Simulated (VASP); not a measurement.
# ZnCu: single point with PBE

Crystal: ZnCu.

```
Zn Cu
1.0
     2.94671   -0.07040   -0.07040
    -0.07040    2.94671   -0.07040
    -0.07040   -0.07040    2.94671
Zn Cu
1 1
Direct
  0.50000 0.50000 0.50000
  0.00000 0.00000 0.00000
```

This cell differs from its parent crystal: ratio of the length along [111] to the lengths across it x 0.93, volume and fractional coordinates fixed.

* Program: VASP 6.6.1
* Task: single point
* Functional: PBE
* Potentials or basis: VASP PAW PBE potentials, release 64 (Zn, Cu)
* Cutoff: 520 eV
* k mesh: 18 × 18 × 18
* Occupations: gaussian, width 0.15 eV
* Spin: no spin polarisation

The pressure is 4.2 GPa and the band gap on the k mesh is zero (an odd number of electrons rules out a gap without spin polarisation).

Stress tensor (GPa, compression positive):
```
4.17 5.32 5.32
5.32 4.17 5.32
5.32 5.32 4.17
```

Levels at points of the mesh, in eV from the Fermi level:
```
           k point  band 9  band 10  band 11  band 12  band 13  band 14  band 15  band 16
(0.00, 0.00, 0.00)   -2.77    -2.77    -2.76     5.90     6.43     6.43    11.28    11.28
(0.50, 0.00, 0.00)   -3.38    -3.25    -2.84    -2.04    11.45    11.59    11.95    12.01
(0.50, 0.50, 0.00)   -2.90    -2.53    -2.22    -1.56     1.39     2.49    13.37    14.78
(0.50, 0.50, 0.50)   -2.52    -2.52     3.31     4.00     4.00     4.21     4.21     4.59
```

Wall time 3.4 min on 1 thread of Intel(R) Xeon(R) Platinum 8259CL CPU @ 2.50GHz (Skylake/Cascade Lake), on a shared host, peak memory 0.37 GiB.

Caveat: the cell stands under pressure.
